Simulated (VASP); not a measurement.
# Zn12H (a cell with a defect) in VASP: a series of runs, part 2 of 2

VASP 6.6.1. The steps go on from the part before.

## Step 5: Single point, LDA

INCAR reads:

```
SYSTEM = Zn12H
PREC     = Accurate       ! precision mode
ENCUT    = 520            ! plane-wave cutoff, eV
EDIFF    = 1E-7           ! SCF threshold, eV
ISMEAR   = 0              ! smearing method
SIGMA    = 0.05           ! smearing width, eV
LREAL    = .False.        ! projectors in reciprocal space
LASPH    = .True.         ! aspherical terms in the spheres
NELM     = 100            ! most SCF steps
ALGO     = Normal         ! electronic algorithm
ISIF     = 2              ! what is computed and relaxed
LWAVE    = .False.        ! write WAVECAR
LCHARG   = .True.         ! write CHGCAR
LELF     = .True.         ! ELF
LVHAR    = .True.       
NBANDS   = 84             ! bands
```

KPOINTS reads:

```
Automatic mesh
0
Gamma
  4 3 3
  0 0 0
```

POSCAR reads:

```
Zn12H
1.0
    5.3200000000      0.0000000000      0.0000000000
   -3.9900000000      6.9108830000      0.0000000000
    0.0000000000      0.0000000000      4.9369600000
Zn H
12 1
Direct
   -0.0174322133     -0.0306399586     -0.0305192388
    0.1784353948      0.2090955341      0.5196074194
   -0.0085197147      0.3396161802      0.0571344512
    0.1810995232      0.5436328671      0.5393449119
    0.0178482392      0.6700365731      0.0116298890
    0.1810387118      0.8746759012      0.5068930672
    0.5083541738     -0.0027301759      0.0298941217
    0.6795995566      0.2048226435      0.5247478299
    0.5385933110      0.3481507677     -0.0492482024
    0.6866504638      0.5478757647      0.4905054207
    0.4991835323      0.6587162296      0.0354536950
    0.6747516724      0.8733660904      0.5075230823
    0.1858297989      0.2071400630      1.1158694128
```

Potentials or basis: VASP PAW LDA potentials, release 64 (Zn, H).

Started as:

```console
cat potpaw_LDA.64/Zn/POTCAR potpaw_LDA.64/H/POTCAR > POTCAR
mpirun -np 1 vasp_std > vasp.out
```

OUTCAR:

```text
SYSTEM = Zn12H
   PREC = Accurate
   ENCUT = 520
   EDIFF = 1E-7
   ISMEAR = 0
   LREAL = .False.
   LASPH = .True.
   NELM = 100
   ISIF = 2

 ion  position               nearest neighbor table
   1  0.983  0.969  0.969-  13 1.80   5 2.50  11 2.55   7 2.66  12 2.69   7 2.71   2 2.77   6 2.77
                             3 2.96   9 2.99  12 3.01
   2  0.178  0.209  0.520-   8 2.64   4 2.66   6 2.68  12 2.68   8 2.68   9 2.70  10 2.71   1 2.77
                             3 2.88
   3  0.991  0.340  0.057-  13 1.83   9 2.50   5 2.58  11 2.63   7 2.66   8 2.73   4 2.77   2 2.88
                             9 2.92   4 2.93   1 2.96   8 3.01
   4  0.181  0.544  0.539-  12 2.63   6 2.65  10 2.66   2 2.66  10 2.68   8 2.69   3 2.77   5 2.84
                            11 2.86  11 2.89   3 2.93
   5  0.018  0.670  0.012-   1 2.50   9 2.58   3 2.58  11 2.61   7 2.61  11 2.72  10 2.82   6 2.83
                             4 2.84   6 2.87  10 2.99
   6  0.181  0.875  0.507-  10 2.62  12 2.63   8 2.64   4 2.65   2 2.68  12 2.69   1 2.77   7 2.80
                             5 2.83   5 2.87   7 2.99
   7  0.508  0.997  0.030-   5 2.61   1 2.66   3 2.66  11 2.68   1 2.71   9 2.75   6 2.80   8 2.83
                            12 2.86   8 2.88   6 2.99  12 3.05
   8  0.680  0.205  0.525-  12 2.63   2 2.64   6 2.64   9 2.67   2 2.68   4 2.69  10 2.72   3 2.73
                             7 2.83   7 2.88   3 3.01
   9  0.539  0.348  0.951-  13 1.83   3 2.50   5 2.58  11 2.62  10 2.66   8 2.67   2 2.70   7 2.75
                             3 2.92   1 2.99  10 3.00
  10  0.687  0.548  0.491-   6 2.62  12 2.63   4 2.66   9 2.66   4 2.68   2 2.71   8 2.72  11 2.78
                             5 2.82   5 2.99   9 3.00
  11  0.499  0.659  0.035-   1 2.55   5 2.61   9 2.62   3 2.63   7 2.68   5 2.72  12 2.76  10 2.78
                             4 2.86   4 2.89  12 3.00
  12  0.675  0.873  0.508-  10 2.63   6 2.63   4 2.63   8 2.63   2 2.68   1 2.69   6 2.69  11 2.76
                             7 2.86  11 3.00   1 3.01   7 3.05
  13  0.186  0.207  0.116-   1 1.80   9 1.83   3 1.83

  LATTYP: Found a simple monoclinic cell.
 ALAT       =     5.3200000000
 B/A-ratio  =     0.9280000000
 C/A-ratio  =     1.3228757068
 COS(beta)  =    -0.1889822292

  Lattice vectors:

[... 183 lines left out ...]

 number of electron     144.9999999 magnetization

 Free energy of the ion-electron system (eV)
  ---------------------------------------------------
  ext. energy  EPLUGINS =         0.00000000
  ---------------------------------------------------
  free energy    TOTEN  =       -24.91981975 eV

  energy without entropy =      -24.91714369  energy(sigma->0) =      -24.91848172

 E-fermi :   3.1419     XC(G=0): -11.9735

 val. band max:        3.1266848369   @ k =   0.5000   0.0000   0.0000
 cond. band min:       3.1733785254   @ k =   0.2500   0.0000   0.3333
 fundamental gap:      0.0466936885
 Fermi energy:         3.1418689424

 k-point     1 :       0.0000    0.0000    0.0000
  band No.  band energies     occupation
      1      -7.8479      2.00000
      2      -6.1247      2.00000
      3      -5.6670      2.00000
      4      -5.5452      2.00000
      5      -5.4630      2.00000
      6      -5.4556      2.00000
[... 1642 lines left out ...]
     83       8.6865      0.00000
     84       8.9172      0.00000

------------------------ aborting loop because EDIFF is reached ----------------------------------------

  FORCE on cell =-STRESS in cart. coord.  units (eV):
  Direction    XX          YY          ZZ          XY          YZ          ZX
  --------------------------------------------------------------------------------------
  -------------------------------------------------------------------------------------
  Total       -4.5706212     -8.7744652     -4.5274580     -2.0215092      0.0041628      0.0694486
  in kB      -40.3441929    -77.4508983    -39.9631975    -17.8435607      0.0367441      0.6130127
  external PRESSURE =     -52.5860962 kB  Pullay stress =       0.0000000 kB

 VOLUME and BASIS-vectors are now :
 -----------------------------------------------------------------------------
  energy-cutoff  :      520.00
  volume of cell :      181.51
      direct lattice vectors                 reciprocal lattice vectors
     5.320000000  0.000000000  0.000000000     0.187969925  0.108524482  0.000000000
    -3.990000000  6.910883000  0.000000000     0.000000000  0.144699310  0.000000000
     0.000000000  0.000000000  4.936960000     0.000000000  0.000000000  0.202553798

 POSITION                                       TOTAL-FORCE (eV/Angst)
 -----------------------------------------------------------------------------------
      1.35951      6.69913      4.78629         0.000467      0.023955     -0.004456
      0.11499      1.44503      2.56528        -0.001588     -0.019959     -0.011739
      3.91961      2.34705      0.28207        -0.000474     -0.025388     -0.008028
     -1.20565      3.75698      2.66272         0.016659      0.002610      0.002602
     -2.57849      4.63054      0.05742         0.008920     -0.014194      0.005524
     -2.52683      6.04478      2.50251        -0.009930      0.020547     -0.001440
     -1.27466      6.89202      0.14759        -0.023748      0.022944     -0.002919
      2.79823      1.41551      2.59066         0.002418      0.005006      0.006502
      1.47619      2.40603      4.69382        -0.002317     -0.026013      0.014082
      1.46696      3.78631      2.42161        -0.011771      0.005034     -0.010964
      0.02738      4.55231      0.17503         0.001827     -0.009016      0.003113
      0.10495      6.03573      2.50562         0.011754      0.014428      0.005804
      0.16213      1.43152      0.57204         0.007783      0.000044      0.001919
 -----------------------------------------------------------------------------------
    total drift:                                0.000225      0.000018      0.000598

  FREE ENERGIE OF THE ION-ELECTRON SYSTEM (eV)
  ---------------------------------------------------
  free  energy   TOTEN  =       -24.9198197532 eV

  energy  without entropy=      -24.9171436933  energy(sigma->0) =      -24.91848172
```

Wall time 9.6 min (1 thread of Oxide Virtual Turin-like, shared host); peak memory 0.31 GiB.

What came out:

```
Free energy   : -24.9198 eV
Pressure      : -5.3 GPa
Largest force : 0.033 eV/Å
```

Forces in eV/Å, atoms in the order of the input:
```
Zn   0.000  0.024 -0.004
Zn  -0.002 -0.020 -0.012
Zn   0.000 -0.025 -0.008
Zn   0.017  0.003  0.003
Zn   0.009 -0.014  0.006
Zn  -0.010  0.021 -0.001
Zn  -0.024  0.023 -0.003
Zn   0.002  0.005  0.007
Zn  -0.002 -0.026  0.014
Zn  -0.012  0.005 -0.011
Zn   0.002 -0.009  0.003
Zn   0.012  0.014  0.006
H    0.008  0.000  0.002
```

Levels at points of the mesh, in eV from the Fermi level:
```csv
k point,band 68,band 69,band 70,band 71,band 72,band 73,band 74,band 75,band 76,band 77
"(0.00, 0.00, 0.00)",-3.16,-2.66,-1.42,-1.03,-0.23,0.07,0.34,0.52,1.47,1.54
"(0.50, 0.00, 0.00)",-2.13,-1.83,-1.58,-1.38,-1.31,-0.59,-0.55,-0.25,-0.02,2.13
```

Caveat: the k points lie up to 0.42 Å⁻¹ apart.
